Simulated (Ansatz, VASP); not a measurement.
**One calculation of InP3, two programs**

Contents of INCAR:

```
SYSTEM = InP3
ALGO = Normal ; EDIFF = 1E-7
ENCUT = 520 ; GGA = PS
ISIF = 2 ; ISMEAR = 0
LASPH = .TRUE. ; LCHARG = .FALSE.
LREAL = .FALSE. ; LWAVE = .FALSE.
NBANDS = 38 ; NELM = 100
PREC = Accurate ; SIGMA = 0.2
```

KPOINTS

```
k-points
0
G
  6 6 6
  0 0 0
```

File POSCAR:

```
InP3
1.0
    3.7244993001      2.1503406735      3.2950000000
   -3.7244993001      2.1503406735      3.2950000000
    0.0000000000     -4.3006813470      3.2950000000
In P
2 6
Direct
    0.2755000000      0.2755000000      0.2755000000
    0.7245000000      0.7245000000      0.7245000000
    0.7963000000      0.2414000000      0.7963000000
    0.7963000000      0.7963000000      0.2414000000
    0.2414000000      0.7963000000      0.7963000000
    0.2037000000      0.7586000000      0.2037000000
    0.7586000000      0.2037000000      0.2037000000
    0.2037000000      0.2037000000      0.7586000000
```

Input for Ansatz:

```yaml
crystal:
  lattice:
    - [3.7244993001, 2.1503406735, 3.295]
    - [-3.7244993001, 2.1503406735, 3.295]
    - [0.0, -4.300681347, 3.295]
  atoms:
    - { symbol: In, position: [0.2755, 0.2755, 0.2755] }
    - { symbol: In, position: [0.7245, 0.7245, 0.7245] }
    - { symbol: P, position: [0.7963, 0.2414, 0.7963] }
    - { symbol: P, position: [0.7963, 0.7963, 0.2414] }
    - { symbol: P, position: [0.2414, 0.7963, 0.7963] }
    - { symbol: P, position: [0.2037, 0.7586, 0.2037] }
    - { symbol: P, position: [0.7586, 0.2037, 0.2037] }
    - { symbol: P, position: [0.2037, 0.2037, 0.7586] }
basis:
  ecutwfc: 420
kpoints:
  mp_grid: { grid: [6, 6, 6] }
hamiltonian:
  xc: pbesol
scf:
  occupations: { method: gaussian, width: 0.2 }
output:
  forces: true
  stress: true
  eigenvalues: true
```

Alike in both runs: task single point; functional PBEsol; k mesh 6 × 6 × 6; occupations gaussian, width 0.2 eV; no spin polarisation.

|  | VASP | Ansatz |
| --- | --- | --- |
| version | VASP 6.6.1 | Ansatz 0.2.0 |
| potentials or method | VASP PAW PBE potentials, release 64 (In_d, P), cutoff 520 eV | scalar-relativistic, plane waves, PAW |
| valence electrons in the cell | 56 | 56 |

|  | VASP | Ansatz | Ansatz less VASP |
| --- | --- | --- | --- |
| gap on the k mesh at the Fermi level (eV) | none | none | - |
| pressure (GPa) | -0.2 | -0.2 | +0.03 |
| traceless stress, the component that is largest in VASP (GPa) | 0.07 | 0.04 | -0.035 |
| rms of the force components (eV/Å) | 0.075 | 0.086 | +0.0108 |

VASP's potentials were made for PBE, not for PBEsol. Atom by atom the forces differ by 0.012 eV/Å (rms over components). A gap of «none» marks a metal or a gap that the smearing closes. With one functional, cell and mesh, what is left measures potentials, basis and numerics.
